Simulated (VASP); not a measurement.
Set up this calculation in VASP 6.6.1, as the native input.

```yaml
Task: single point
Functional: r2SCAN
Potentials_or_basis: VASP PAW PBE potentials, release 64 (Li_sv, Se)
Cutoff: 830 eV
k_mesh: 8 × 8 × 8
Occupations: gaussian, width 0.05 eV
Spin: no spin polarisation
Dipole_correction: no
Further_INCAR_settings: ALGO = Normal; EDIFF = 1e-06; NBANDS = 13
```

Crystal: Li2Se.

```
Li Se
1.0
     0.00000    2.99263    2.99263
     2.99263    0.00000    2.99263
     2.99263    2.99263    0.00000
Li Se
2 1
Direct
  0.25000 0.25000 0.25000
  0.75000 0.75000 0.75000
  0.00000 0.00000 0.00000
```

One way to write it, as run:

POSCAR

```
Li2Se
1.0
    0.0000000000      2.9926271092      2.9926271092
    2.9926271092      0.0000000000      2.9926271092
    2.9926271092      2.9926271092      0.0000000000
Li Se
2 1
Direct
    0.2500000000      0.2500000000      0.2500000000
    0.7500000000      0.7500000000      0.7500000000
    0.0000000000      0.0000000000      0.0000000000
```

INCAR.step1

```
PREC = Accurate ; ENCUT = 830
ISMEAR = 0 ; SIGMA = 0.05
LREAL = F ; LASPH = T
NELM = 120 ; NBANDS = 13
GGA = PE ; ALGO = Normal
EDIFF = 1E-5 ; LWAVE = T
LCHARG = F ; GGA_COMPAT = F
```

INCAR.step2

```
PREC = Accurate ; ENCUT = 830
EDIFF = 1E-6 ; ISMEAR = 0
SIGMA = 0.05 ; LREAL = F
LASPH = T ; NELM = 120
ALGO = Normal ; ISIF = 2
LWAVE = F ; LCHARG = F
METAGGA = R2SCAN ; LMIXTAU = T
NBANDS = 13 ; ISTART = 1
GGA_COMPAT = F
```

KPOINTS

```
regular mesh
0
Gamma
  8 8 8
```

Potentials or basis: VASP PAW PBE potentials, release 64 (Li_sv, Se).

Run with:

```sh
$ cat potpaw_PBE.64/Li_sv/POTCAR potpaw_PBE.64/Se/POTCAR > POTCAR
$ cp INCAR.step1 INCAR
$ mpirun -np 1 vasp_std > vasp.out
$ cp INCAR.step2 INCAR
$ mpirun -np 1 vasp_std > vasp.out
```

It gave:

```json
{"Pressure": "-0.1 GPa", "Band gap on the k mesh": "3.46 eV (least direct gap 4.18 eV)"}
```

Caveat: the PAW data sets were made with another functional, which shifts forces and pressure a little.

Wall time 120 s on 1 thread of Intel(R) Xeon(R) Platinum 8488C (Sapphire Rapids) (shared host), peak memory 0.27 GiB.
